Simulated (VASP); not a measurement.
Wanted: the native input for a VASP 6.6.1 run.

```
Task                   : single point
Functional             : PBE
Potentials or basis    : VASP PAW PBE potentials, release 64 (Ca_sv)
Cutoff                 : 520 eV
k mesh                 : 14 × 14 × 14
Occupations            : gaussian, width 0.1 eV
Spin                   : no spin polarisation
Dipole correction      : no
Further INCAR settings : ALGO = Normal; EDIFF = 1e-06; NBANDS = 11
```

The structure of Ca lies in POSCAR:

```
Ca
1.0
   -2.1227005635      2.1227005635      2.1227005635
    2.1227005635     -2.1227005635      2.1227005635
    2.1227005635      2.1227005635     -2.1227005635
Ca
1
Direct
    0.0000000000      0.0000000000      0.0000000000
```

This cell differs from its parent crystal: volume scaled by 0.91.

One way to write it, as run:

INCAR

```
SYSTEM = Ca
PREC     = Accurate       ! precision mode
ENCUT    = 520            ! plane-wave cutoff, eV
EDIFF    = 1E-6           ! SCF threshold, eV
ISMEAR   = 0              ! smearing method
SIGMA    = 0.1            ! smearing width, eV
LREAL    = .FALSE.        ! projectors in reciprocal space
LASPH    = .TRUE.         ! aspherical terms in the spheres
NELM     = 100            ! most SCF steps
ALGO     = Normal         ! electronic algorithm
ISIF     = 2              ! what is computed and relaxed
LWAVE    = .FALSE.        ! write WAVECAR
LCHARG   = .FALSE.        ! write CHGCAR
GGA      = PE             ! functional
NBANDS   = 11             ! bands
```

KPOINTS

```
Automatic mesh
0
G
  14 14 14
  0 0 0
```

Potentials or basis: VASP PAW PBE potentials, release 64 (Ca_sv).

The run is started by

```console
$ cat potpaw_PBE.64/Ca_sv/POTCAR > POTCAR
$ mpirun -np 1 vasp_std > vasp.out
```

It gave:

- Pressure: 1.8 GPa
- Band gap on the k mesh: zero (band 5 reaches 2.68 eV, above the bottom of band 6 at 2.35 eV)

Run time: 20 s on 1 thread of Intel(R) Xeon(R) Platinum 8488C (Sapphire Rapids), with other jobs on the host, peak memory 0.18 GiB.
